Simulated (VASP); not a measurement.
Set up this calculation in VASP 6.6.1, as the native input.

```
Task                   : single point
Functional             : PBE
Potentials or basis    : VASP PAW PBE potentials, release 64 (Cd, Te)
Cutoff                 : 520 eV
k mesh                 : 6 × 6 × 2
Occupations            : gaussian, width 0.1 eV
Spin                   : no spin polarisation
Dipole correction      : no
Further INCAR settings : ALGO = Fast; EDIFF = 1e-06; NBANDS = 29
```

The structure of Cd3Te lies in POSCAR:

```
Cd3Te
1.0
    1.8853766100     -2.6403378000      0.0000000000
    1.8853766100      2.6403378000      0.0000000000
    0.0000000000      0.0000000000     10.7903150100
Cd Te
3 1
Direct
    0.5000000000      0.5000000000      0.7467060100
    0.0000000000      0.0000000000      0.5000000000
    0.5000000000      0.5000000000      0.2532939900
    0.0000000000      0.0000000000      0.0000000000
```

The cell was generated, and may not be a known phase.

One way to write it, as run:

INCAR

```
ALGO = Fast
EDIFF = 1E-6
ENCUT = 520
GGA = PE
ISIF = 2
ISMEAR = 0
LASPH = T
LCHARG = T
LELF = T
LREAL = F
LVHAR = T
LWAVE = F
NBANDS = 29
NELM = 100
PREC = Accurate
SIGMA = 0.1
```

KPOINTS

```
k-points
0
Gamma
  6 6 2
```

Potentials or basis: VASP PAW PBE potentials, release 64 (Cd, Te).

Command:

```bash
$ cat potpaw_PBE.64/Cd/POTCAR potpaw_PBE.64/Te/POTCAR > POTCAR
$ mpirun -np 1 vasp_std > vasp.out
```

It gave:

* Pressure: -1.2 GPa
* Largest force: 0.040 eV/Å
* Band gap on the k mesh: zero (bands 21 and 22 overlap by 2.48 eV)

Caveat: spin-orbit coupling is left out, which moves the levels of the heavy elements.

Wall time 110 s on 1 thread of Intel(R) Xeon(R) Platinum 8375C CPU @ 2.90GHz (Ice Lake) (shared host), peak memory 0.23 GiB.
